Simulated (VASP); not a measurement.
# Mg (P6_3/mmc) in VASP: a series of runs

Mg is run at these levels: r2SCAN; tasks: single point, relaxation of cell and atoms.

All numbers are computed with VASP 6.6.1; they aren't measurements. Logs are shortened: lines on timing, memory, paths and dates and some standing lists are left out, and cuts for length are marked.

## 1. The cell of the first run

The structure is hexagonal, space group P6_3/mmc (No. 194). Conventional cell: a = 3.192 Å, b = 3.192 Å, c = 5.107 Å, α = 90.00°, β = 90.00°, γ = 120.00°. Within 4.1 Å of Mg (site symmetry -6m2) lie 12 Mg at 3.15 to 3.19 Å.

## 2. Single point, r2SCAN

Contents of POSCAR:

```
Mg
1.0
    3.1922220222      0.0000000000      0.0000000000
   -1.5961110111      2.7645453657      0.0000000000
    0.0000000000      0.0000000000      5.1065121560
Mg
2
Direct
    0.3333333333      0.6666666667      0.2500000000
    0.6666666667      0.3333333333      0.7500000000
```

Contents of INCAR.step1:

```
ALGO     = Normal         # electronic algorithm
EDIFF    = 1E-4           # SCF threshold, eV
ENCUT    = 520            # plane-wave cutoff, eV
GGA      = PE             # functional
ISMEAR   = 0              # smearing method
LASPH    = True           # aspherical terms in the spheres
LCHARG   = False          # write CHGCAR
LREAL    = False          # projectors in reciprocal space
LWAVE    = True           # write WAVECAR
NBANDS   = 9              # bands
NELM     = 100            # most SCF steps
PREC     = Accurate       # precision mode
SIGMA    = 0.1            # smearing width, eV
```

Contents of INCAR.step2:

```
ALGO     = Normal         # electronic algorithm
EDIFF    = 1E-6           # SCF threshold, eV
ENCUT    = 520            # plane-wave cutoff, eV
ISIF     = 2              # what is computed and relaxed
ISMEAR   = 0              # smearing method
ISTART   = 1            
LASPH    = True           # aspherical terms in the spheres
LCHARG   = True           # write CHGCAR
LELF     = True           # ELF
LMIXTAU  = True         
LREAL    = False          # projectors in reciprocal space
LVHAR    = True         
LWAVE    = False          # write WAVECAR
METAGGA  = R2SCAN         # meta-GGA
NBANDS   = 9              # bands
NELM     = 100            # most SCF steps
PREC     = Accurate       # precision mode
SIGMA    = 0.1            # smearing width, eV
```

Contents of KPOINTS:

```
k-points
0
Gamma
  15 15 8
```

Potentials or basis: VASP PAW PBE potentials, release 64 (Mg).

The run is started by

```
> cat potpaw_PBE.64/Mg/POTCAR > POTCAR
> cp INCAR.step1 INCAR
> mpirun -np 1 vasp_std > vasp.out
> cp INCAR.step2 INCAR
> mpirun -np 1 vasp_std > vasp.out
```

OUTCAR:

```text
EDIFF = 1E-6
   ENCUT = 520
   ISIF = 2
   ISMEAR = 0
   ISTART = 1
   LASPH = True
   LREAL = False
   METAGGA = R2SCAN
   NELM = 100
   PREC = Accurate

 ion  position               nearest neighbor table
   1  0.333  0.667  0.250-   2 3.15   2 3.15   2 3.15   2 3.15   2 3.15   2 3.15
   2  0.667  0.333  0.750-   1 3.15   1 3.15   1 3.15   1 3.15   1 3.15   1 3.15

  LATTYP: Found a hexagonal cell.
 ALAT       =     3.1922220222
 C/A-ratio  =     1.5996732434

  Lattice vectors:

 A1 = (   3.1922220222,   0.0000000000,   0.0000000000)
 A2 = (  -1.5961110111,   2.7645453657,   0.0000000000)
 A3 = (   0.0000000000,   0.0000000000,   5.1065121560)

Analysis of symmetry for initial positions (statically):
=====================================================================
 Subroutine PRICEL returns:
 Original cell was already a primitive cell.

 Routine SETGRP: Setting up the symmetry group for a
 hexagonal supercell.

 Subroutine GETGRP returns: Found 24 space group operations
 (whereof 12 operations were pure point group operations)
 out of a pool of 24 trial point group operations.

The static configuration has the point symmetry D_3d.
 The point group associated with its full space group is D_6h.

Analysis of symmetry for dynamics (positions and initial velocities):
=====================================================================
 Subroutine PRICEL returns:
 Original cell was already a primitive cell.

 Routine SETGRP: Setting up the symmetry group for a
 hexagonal supercell.

 Subroutine GETGRP returns: Found 24 space group operations
 (whereof 12 operations were pure point group operations)
 out of a pool of 24 trial point group operations.

The dynamic configuration has the point symmetry D_3d.
 The point group associated with its full space group is D_6h.

 Subroutine INISYM returns: Found 24 space group operations
 (whereof 12 operations are pure point group operations),
 and found     1 'primitive' translations

----------------------------------------------------------------------------------------

                                     Primitive cell

  volume of cell :      45.0652

  direct lattice vectors                    reciprocal lattice vectors
     3.192222022  0.000000000  0.000000000     0.313261419  0.180861565  0.000000000
    -1.596111011  2.764545366  0.000000000     0.000000000  0.361723129  0.000000000
     0.000000000  0.000000000  5.106512156     0.000000000  0.000000000  0.195828379

  length of vectors
     3.192222022  3.192222022  5.106512156     0.361723129  0.361723129  0.195828379

  position of ions in fractional coordinates (direct lattice)
     0.333333333  0.666666667  0.250000000
     0.666666667  0.333333333  0.750000000

  ion indices of the primitive-cell ions
   primitive index   ion index
                 1           1
                 2           2

----------------------------------------------------------------------------------------

 KPOINTS: k-points

Automatic generation of k-mesh.
 Grid dimensions read from file:
 generate k-points for:   15   15    8

 Generating k-lattice:

  Cartesian coordinates                     Fractional coordinates (reciprocal lattice)
     0.020884095  0.012057438  0.000000000     0.066666667  0.000000000  0.000000000
     0.000000000  0.024114875  0.000000000     0.000000000  0.066666667  0.000000000
     0.000000000  0.000000000  0.024478547     0.000000000  0.000000000  0.125000000

  Length of vectors
     0.024114875  0.024114875  0.024478547

  Shift w.r.t. Gamma in fractional coordinates (k-lattice)
     0.000000000  0.000000000  0.000000000

 Subroutine IBZKPT returns following result:
 ===========================================

 Found    135 irreducible k-points:

 Following reciprocal coordinates:
            Coordinates               Weight
  0.000000  0.000000  0.000000      1.000000
  0.066667  0.000000  0.000000      6.000000
  0.133333  0.000000  0.000000      6.000000
  0.200000 -0.000000  0.000000      6.000000
  0.266667  0.000000  0.000000      6.000000
  0.333333  0.000000  0.000000      6.000000
[... 16 lines left out ...]
  0.333333  0.200000  0.000000     12.000000
  0.400000  0.200000  0.000000      6.000000
 [... further k-points ...]
   k-points           NKPTS =    135   k-points in BZ     NKDIM =    135   number of bands    NBANDS=      9
   number of dos      NEDOS =    301   number of ions     NIONS =      2
   total plane-waves  NPLWV =  23040
   dimension x,y,z NGX =    24 NGY =   24 NGZ =   40
   dimension x,y,z NGXF=    48 NGYF=   48 NGZF=   80
   ions per type =               2
   NGX,Y,Z   is equivalent  to a cutoff of  12.50, 12.50, 13.02 a.u.
   NGXF,Y,Z  is equivalent  to a cutoff of  25.00, 25.00, 26.04 a.u.
 SYSTEM =  unknown system
   PREC   = accura    normal or accurate (medium, high low for compatibility)
   ISTART =      1    job   : 0-new  1-cont  2-samecut
   ICHARG =      0    charge: 1-file 2-atom 10-const
   ISPIN  =      1    spin polarized calculation?
   LNONCOLLINEAR =      F non collinear calculations
   LSORBIT =      F    spin-orbit coupling
   LASPH  =      T    aspherical Exc in radial PAW
   ENCUT  =  520.0 eV  38.22 Ry    6.18 a.u.   5.94  5.94  9.49*2*pi/ulx,y,z
   NELM   =    100;   NELMIN=  2; NELMDL=  0     # of ELM steps
   EDIFF  = 0.1E-05   stopping-criterion for ELM
   LREAL  =      F    real-space projection
   EDIFFG = 0.1E-04   stopping-criterion for IOM
   NSW    =      0    number of steps for IOM
   IBRION =     -1    ionic relax: 0-MD 1-quasi-New 2-CG
   NFREE  =      0    steps in history (QN), initial steepest desc. (CG)
   ISIF   =      2    stress and relaxation
   ISYM   =      2    0-nonsym 1-usesym 2-fastsym
   POTIM  = 0.5000    time-step for ionic-motion
   TEBEG  =    0.0;   TEEND  =   0.0 temperature during run
   PSTRESS=    0.0 pullay stress
   NELECT =       4.0000    total number of electrons
   NUPDOWN=      -1.0000    fix difference up-down
   EMIN   =  10.00;   EMAX   =-10.00  energy-range for DOS
   EFERMI =   0.00;   METHOD = LEGACY
   ISMEAR =     0;   SIGMA  =   0.10  broadening in eV -4-tet -1-fermi 0-gaus
   EFERMI_NEDOS =   21; number of points for ismear=-14 and -15
   IALGO  =     38    algorithm
   IMIX   =      4    mixing-type and parameters
     AMIX     =   0.40;   BMIX     =  1.00
     AMIX_MAG =   1.60;   BMIX_MAG =  1.00
  volume/ion in A,a.u.               =      22.53       152.06
  Fermi-wavevector in a.u.,A,eV,Ry     =   0.730266  1.380003  7.255830  0.533288
  Thomas-Fermi vector in A             =   1.822193
   LORBIT       =      0    0 simple, 1 ext, 2 COOP (PROOUT), +10 PAW based schemes
   METAGGA = R2SCAN    functional components
   LHFCALC =     F    Hartree Fock is set to
   AEXX    =    0.0000 exact exchange contribution
   IVDW    =     0    specifies the selected vdW correction
   LEPSILON=     F    determine dielectric tensor
   LRPA    =     F    only Hartree local field effects (RPA)
 non-spin polarized calculation
 Gauss-broadening in eV      SIGMA  =   0.10
  energy-cutoff  :      520.00
  volume of cell :       45.07
 maximum number of plane-waves:      1236
 NGX is ok and might be reduce to    24

 number of electron       4.0000000 magnetization

 Free energy of the ion-electron system (eV)
  ---------------------------------------------------
  ext. energy  EPLUGINS =         0.00000000
  ---------------------------------------------------
  free energy    TOTEN  =        -8.29995582 eV

  energy without entropy =       -8.29612833  energy(sigma->0) =       -8.29804208

 E-fermi :   2.7439     XC(G=0):  -9.0987

 val. band max:        2.7226665774   @ k =   0.3333   0.1333   0.0000
 cond. band min:       2.7978845218   @ k =   0.2000   0.0667   0.0000
 fundamental gap:      0.0752179444
 Fermi energy:         2.7439296118

 k-point     1 :       0.0000    0.0000    0.0000
  band No.  band energies     occupation
      1      -4.7268      2.00000
      2       0.8946      2.00000
      3       1.6931      2.00000
      4      14.3904      0.00000
      5      14.3905      0.00000
      6      14.5484      0.00000
      7      14.5484      0.00000
      8      15.5174      0.00000
      9      17.2172      0.00000

 k-point     2 :       0.0667    0.0000    0.0000
  band No.  band energies     occupation
      1      -4.6334      2.00000
      2       0.9806      2.00000
      3       1.7816      2.00000
      4      12.5239      0.00000
      5      13.3792      0.00000
      6      14.2428      0.00000
      7      15.6840      0.00000
      8      16.4477      0.00000
      9      17.5405      0.00000

 k-point     3 :       0.1333    0.0000    0.0000
  band No.  band energies     occupation
      1      -4.3537      2.00000
      2       1.2387      2.00000
      3       2.0445      2.00000
      4      10.3415      0.00000
      5      12.4425      0.00000
      6      13.2186      0.00000
      7      15.4337      0.00000
      8      16.3466      0.00000
      9      16.8522      0.00000

 k-point     4 :       0.2000   -0.0000    0.0000
  band No.  band energies     occupation
      1      -3.8892      2.00000
      2       1.6692      2.00000
      3       2.4708      1.99989
      4       8.2600      0.00000
      5      11.6604      0.00000
      6      12.1269      0.00000
      7      13.3396      0.00000
      8      15.0419      0.00000
      9      16.5283      0.00000

 k-point     5 :       0.2667    0.0000    0.0000
  band No.  band energies     occupation
      1      -3.2427      2.00000
      2       2.2725      2.00000
      3       3.0223      0.00008
      4       6.3581      0.00000
      5      10.9907      0.00000
      6      11.0350      0.00000
      7      11.3701      0.00000
      8      13.7880      0.00000
      9      15.8248      0.00000

 k-point     6 :       0.3333    0.0000    0.0000
  band No.  band energies     occupation
      1      -2.4180      2.00000
      2       3.0489      0.00002
      3       3.4132      0.00000
      4       4.9270      0.00000
      5       9.5565      0.00000
      6       9.7789      0.00000
      7      10.5666      0.00000
      8      12.8433      0.00000
      9      15.2900      0.00000
[... 169 lines left out ...]
 k-point    21 :       0.2000    0.2000    0.0000
  band No.  band energies     occupation
      1      -2.2357      2.00000
      2       3.2216      0.00000
      3       3.7550      0.00000
      4       5.6307      0.00000
      5       6.5193      0.00000
      6      10.7347      0.00000
      7      11.3784      0.00000
      8      11.8378      0.00000
      9      12.8989      0.00000

 k-point    22 :       0.2667    0.2000    0.0000
  band No.  band energies     occupation
      1      -1.3299      2.00000
      2       3.6543      0.00000
      3       4.0849      0.00000
      4       4.7110      0.00000
      5       6.1993      0.00000
      6       9.2570      0.00000
      7      10.6152      0.00000
      8      10.6862      0.00000
      9      12.2342      0.00000

 k-point    23 :       0.3333    0.2000    0.0000
  band No.  band energies     occupation
      1      -0.2567      2.00000
      2       2.3444      2.00000
      3       4.6983      0.00000
      4       5.1187      0.00000
      5       6.5695      0.00000
      6       7.7309      0.00000
      7       9.3857      0.00000
      8      10.3915      0.00000
      9      11.9319      0.00000

 k-point    24 :       0.4000    0.2000    0.0000
  band No.  band energies     occupation
      1       0.8952      2.00000
      2       1.0616      2.00000
      3       4.6974      0.00000
      4       6.1794      0.00000
      5       6.5012      0.00000
      6       6.9839      0.00000
      7       8.7244      0.00000
      8      10.2978      0.00000
      9      11.8380      0.00000

 [... further k-points ...]

------------------------ aborting loop because EDIFF is reached ----------------------------------------

  FORCE on cell =-STRESS in cart. coord.  units (eV):
  Direction    XX          YY          ZZ          XY          YZ          ZX
  --------------------------------------------------------------------------------------
  -------------------------------------------------------------------------------------
  Total       -0.0616165     -0.0616165     -0.0763081      0.0000000      0.0000000      0.0000000
  in kB       -2.1906181     -2.1906181     -2.7129384      0.0000000      0.0000000      0.0000000
  external PRESSURE =      -2.3647248 kB  Pullay stress =       0.0000000 kB

 VOLUME and BASIS-vectors are now :
 -----------------------------------------------------------------------------
  energy-cutoff  :      520.00
  volume of cell :       45.07
      direct lattice vectors                 reciprocal lattice vectors
     3.192222022  0.000000000  0.000000000     0.313261419  0.180861565  0.000000000
    -1.596111011  2.764545366  0.000000000     0.000000000  0.361723129  0.000000000
     0.000000000  0.000000000  5.106512156     0.000000000  0.000000000  0.195828379

 POSITION                                       TOTAL-FORCE (eV/Angst)
 -----------------------------------------------------------------------------------
     -0.00000      1.84303      1.27663         0.000000      0.000000      0.000000
      1.59611      0.92152      3.82988        -0.000000     -0.000000      0.000000
 -----------------------------------------------------------------------------------
    total drift:                               -0.000000      0.000000     -0.000000

  FREE ENERGIE OF THE ION-ELECTRON SYSTEM (eV)
  ---------------------------------------------------
  free  energy   TOTEN  =        -8.2999558231 eV

  energy  without entropy=       -8.2961283275  energy(sigma->0) =       -8.29804208
```

Wall time 3.9 min (1 thread of AMD EPYC, shared host); peak memory 0.17 GiB.

Results:

```yaml
Free_energy: -8.3000 eV
Pressure: -0.2 GPa
Band_gap_on_the_k_mesh: zero (band 2 reaches 3.65 eV, above the bottom of band 3 at 1.69 eV)
```

Caveat: the PAW data sets were made with another functional, which shifts forces and pressure a little.

## 3. Relaxation of cell and atoms, r2SCAN

This run uses another cell than the first one, of 23.24 Å³/atom, 1.031 times its volume.

Contents of POSCAR:

```
Mg
1.0
    3.2093000000      0.0000000000      0.0000000000
   -1.6046500000      2.7793353284      0.0000000000
    0.0000000000      0.0000000000      5.2103000000
Mg
2
Direct
    0.3333333333      0.6666666667      0.2500000000
    0.6666666667      0.3333333333      0.7500000000
```

Contents of INCAR.step1:

```
SYSTEM = Mg
PREC = Accurate ; ENCUT = 600
ISMEAR = 0 ; SIGMA = 0.1
LREAL = .False. ; LASPH = .True.
NELM = 100 ; GGA = PE
ALGO = Normal ; EDIFF = 1E-4
LWAVE = .True. ; LCHARG = .False.
```

Contents of INCAR.step2:

```
SYSTEM = Mg
PREC = Accurate ; ENCUT = 600
EDIFF = 1E-7 ; ISMEAR = 0
SIGMA = 0.1 ; LREAL = .False.
LASPH = .True. ; NELM = 100
ALGO = Normal ; ISIF = 3
LWAVE = .False. ; LCHARG = .False.
METAGGA = R2SCAN ; LMIXTAU = .True.
IBRION = 2 ; NSW = 100
EDIFFG = -0.005 ; ISTART = 1
```

Contents of KPOINTS:

```
Automatic mesh
0
Gamma
  15 15 8
  0 0 0
```

Potentials or basis: VASP PAW PBE potentials, release 64 (Mg).

The run is started by

```
> cat potpaw_PBE.64/Mg/POTCAR > POTCAR
> cp INCAR.step1 INCAR
> mpirun -np 1 vasp_std > vasp.out
> cp INCAR.step2 INCAR
> mpirun -np 1 vasp_std > vasp.out
```

Run time: 25 min. Hardware: 1 thread of AMD EPYC, shared host; peak memory 0.2 GiB.

The run converged. Its results:

```yaml
Free_energy: -8.3005 eV
Relaxed_volume: 22.39 Å³/atom
Relaxed_cell: a = 3.186 Å, b = 3.186 Å, c = 5.093 Å, α = 90.00°, β = 90.00°, γ = 120.00°
Space_group_after_relaxing_to_0.05_Å: P6_3/mmc (No. 194)
Energy_gained_by_relaxing: 4.4 meV/atom
Ionic_steps: 7
Pressure_after_relaxing: 0.0 GPa
Band_gap_on_the_k_mesh: zero (band 2 reaches 3.69 eV, above the bottom of band 3 at 1.73 eV)
```

Step by step:
```csv
step,energy change (eV),largest force (eV/Å),pressure (GPa),volume (Å³)
1,0.0000,0.0000,-1.38,46.47
2,-0.0079,0.0000,-0.31,45.14
3,-0.0084,0.0000,0.04,44.76
4,-0.0084,0.0000,0.07,44.72
5,-0.0087,0.0000,0.04,44.75
6,-0.0088,0.0000,0.01,44.79
7,-0.0088,0.0000,0.01,44.78
```

Final structure:
```xyz
2
Lattice="3.1864 0.0000 0.0000 -1.5932 2.7595 0.0000 0.0000 0.0000 5.0930" Properties=species:S:1:pos:R:3 pbc="T T T"
Mg    0.0000    1.8396    1.2732
Mg    1.5932    0.9198    3.8197
```

Levels at points of the mesh, in eV from the Fermi level:
| k point | band 1 | band 2 | band 3 | band 4 | band 5 | band 6 |
| --- | --- | --- | --- | --- | --- | --- |
| (0.00, 0.00, 0.00) | -7.50 | -1.85 | -1.04 | 11.67 | 11.67 | 11.84 |
| (0.00, 0.00, 0.50) | -5.96 | -5.96 | 5.73 | 5.73 | 12.45 | 12.45 |

Caveat: the PAW data sets were made with another functional, which shifts forces and pressure a little.

## 4. Single point, r2SCAN

Contents of POSCAR:

```
Mg
1.0
    3.1922220222      0.0000000000      0.0000000000
   -1.5961110111      2.7645453657      0.0000000000
    0.0000000000      0.0000000000      5.1065121560
Mg
2
Direct
    0.3333333333      0.6666666667      0.2500000000
    0.6666666667      0.3333333333      0.7500000000
```

Contents of INCAR.step1:

```
  PREC = Accurate
  ENCUT = 520
  ISMEAR = -5
  SIGMA = 0.1
  LREAL = False
  LASPH = True
  NELM = 100
  NBANDS = 9
  GGA = PE
  ALGO = Normal
  EDIFF = 1E-4
  LWAVE = True
  LCHARG = False
```

Contents of INCAR.step2:

```
  PREC = Accurate
  ENCUT = 520
  EDIFF = 1E-6
  ISMEAR = 0
  SIGMA = 0.1
  LREAL = False
  LASPH = True
  NELM = 100
  ALGO = Normal
  ISIF = 2
  LWAVE = False
  LCHARG = False
  METAGGA = R2SCAN
  LMIXTAU = True
  LORBIT = 11
  NBANDS = 9
  ISTART = 1
```

Contents of KPOINTS:

```
Automatic mesh
0
Gamma
  15 15 8
```

The run is started by

```
> cat potpaw_PBE.64/Mg/POTCAR > POTCAR
> cp INCAR.step1 INCAR
> mpirun -np 1 vasp_std > vasp.out
> cp INCAR.step2 INCAR
> mpirun -np 1 vasp_std > vasp.out
```

Run time: 4.5 min. Hardware: 1 thread of AMD EPYC, shared host; peak memory 0.16 GiB.

Results (log left out):

```
Free energy                                           : -8.3000 eV
Pressure                                              : -0.2 GPa
Band gap on the k mesh                                : zero (band 2 reaches 3.65 eV, above the bottom of band 3 at 1.69 eV)
Valence electrons inside the program's atomic spheres : Mg 0.34
```

Levels at points of the mesh, in eV from the Fermi level:
| k point | band 1 | band 2 | band 3 | band 4 | band 5 | band 6 |
| --- | --- | --- | --- | --- | --- | --- |
| (0.00, 0.00, 0.00) | -7.47 | -1.85 | -1.05 | 11.65 | 11.65 | 11.80 |
| (0.00, 0.00, 0.50) | -5.94 | -5.94 | 5.69 | 5.69 | 12.42 | 12.42 |

Caveat: the PAW data sets were made with another functional, which shifts forces and pressure a little.
